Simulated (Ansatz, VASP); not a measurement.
# Si2W: VASP beside Ansatz

INCAR

```
SYSTEM = Si2W
ALGO = Normal ; EDIFF = 1E-6
ENCUT = 520 ; GGA = PE
ISIF = 2 ; ISMEAR = 0
LASPH = .TRUE. ; LCHARG = .FALSE.
LREAL = .FALSE. ; LWAVE = .FALSE.
NBANDS = 43 ; NELM = 60
PREC = Accurate ; SIGMA = 0.03
```

The input KPOINTS:

```
k-points
0
G
  9 9 6
  0 0 0
```

File POSCAR:

```
Si2W
1.0
    4.4975331999      0.0000000000      0.0000000000
   -2.2487666000      3.8949780055      0.0000000000
    0.0000000000      0.0000000000      6.9968123992
Si W
6 3
Direct
    0.8488551621      0.6977103243      0.5000000000
    0.1511448379      0.8488551621      0.8333333333
    0.6977103243      0.8488551621      0.1666666667
    0.1511448379      0.3022896757      0.5000000000
    0.8488551621      0.1511448379      0.8333333333
    0.3022896757      0.1511448379      0.1666666667
    0.0000000000      0.5000000000      0.1666666667
    0.5000000000      0.5000000000      0.8333333333
    0.5000000000      0.0000000000      0.5000000000
```

Input for Ansatz:

```yaml
crystal:
  lattice:
    - [4.4975331999, 0.0, 0.0]
    - [-2.2487666, 3.8949780055, 0.0]
    - [0.0, 0.0, 6.9968123992]
  atoms:
    - { symbol: Si, position: [0.8488551621, 0.6977103243, 0.5] }
    - { symbol: Si, position: [0.1511448379, 0.8488551621, 0.8333333333] }
    - { symbol: Si, position: [0.6977103243, 0.8488551621, 0.1666666667] }
    - { symbol: Si, position: [0.1511448379, 0.3022896757, 0.5] }
    - { symbol: Si, position: [0.8488551621, 0.1511448379, 0.8333333333] }
    - { symbol: Si, position: [0.3022896757, 0.1511448379, 0.1666666667] }
    - { symbol: W, position: [0.0, 0.5, 0.1666666667] }
    - { symbol: W, position: [0.5, 0.5, 0.8333333333] }
    - { symbol: W, position: [0.5, 0.0, 0.5] }
basis:
  ecutwfc: 420
kpoints:
  mp_grid: { grid: [9, 9, 6] }
hamiltonian:
  xc: pbe
  pseudopotentials: { kind: paw, azcp: { folder: soft_1 } }
scf:
  occupations: { method: gaussian, width: 0.03 }
output:
  forces: true
  stress: true
  eigenvalues: true
  write_density: true
  write_potential: true
  elf: true
  volumetric_format: npy
```

Alike in both runs: task single point; functional PBE; k mesh 9 × 9 × 6; occupations gaussian, width 0.03 eV; no spin polarisation.

|  | VASP | Ansatz |
| --- | --- | --- |
| version | VASP 6.6.1 | Ansatz 0.2.0 |
| potentials or method | VASP PAW PBE potentials, release 64 (Si, W_sv), cutoff 520 eV | scalar-relativistic, plane waves, PAW |
| valence electrons in the cell | 66 | 66 |

```csv
,VASP,Ansatz,Ansatz less VASP
gap on the k mesh at the Fermi level (eV),0.08,0.07,-0.001
least direct gap on the mesh (eV),0.89,0.89,0.000
pressure (GPa),2.8,2.8,0.00
"traceless stress, the component that is largest in VASP (GPa)",-14.33,-14.32,+0.010
rms of the force components (eV/Å),1.074,1.077,+0.0037
```

Atom by atom the forces differ by 0.004 eV/Å (rms over components).

Neither program's run includes spin-orbit coupling.
